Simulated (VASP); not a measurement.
PtSe: single point with PBE

Sheet: PtSe, a sheet with vacuum.

```
CELL_PARAMETERS angstrom
4.00576 0.00000 0.00000
-2.00288 3.46909 0.00000
0.00000 0.00000 16.00000
ATOMIC_POSITIONS crystal
Pt 0.00000 0.00000 0.54073
Se 0.66667 0.33333 0.45927
```

```json
{"Program": "VASP 6.6.1", "Task": "single point", "Functional": "PBE", "Potentials or basis": "VASP PAW PBE potentials, release 64 (Pt, Se)", "Cutoff": "520 eV", "k mesh": "6 × 6 × 1", "Occupations": "gaussian, width 0.1 eV", "Spin": "no spin polarisation"}
```

| Item | Value |
| --- | --- |
| Largest force | 3.085 eV/Å |
| Band gap on the k mesh | zero (band 8 reaches -1.94 eV, above the bottom of band 9 at -2.99 eV) |

Forces on the atoms (eV/Å):
```
Pt   0.000  0.000 -3.085
Se   0.000  0.000  3.085
```

Levels at points of the mesh, in eV from the Fermi level:
```tsv
k point	band 4	band 5	band 6	band 7	band 8	band 9	band 10	band 11	band 12	band 13
(0.00, 0.00, 0.00)	-3.71	-1.99	-1.99	-1.51	0.85	0.85	1.01	3.75	4.60	5.27
(0.50, 0.00, 0.00)	-3.26	-1.86	-1.72	-1.64	-1.02	0.12	1.80	4.69	6.17	6.99
```

It took 33 s on 1 thread of AMD EPYC 7R13 Processor (Zen 3), on a shared host, peak memory 0.3 GiB.

Caveat: spin-orbit coupling is left out, which moves the levels of the heavy elements.
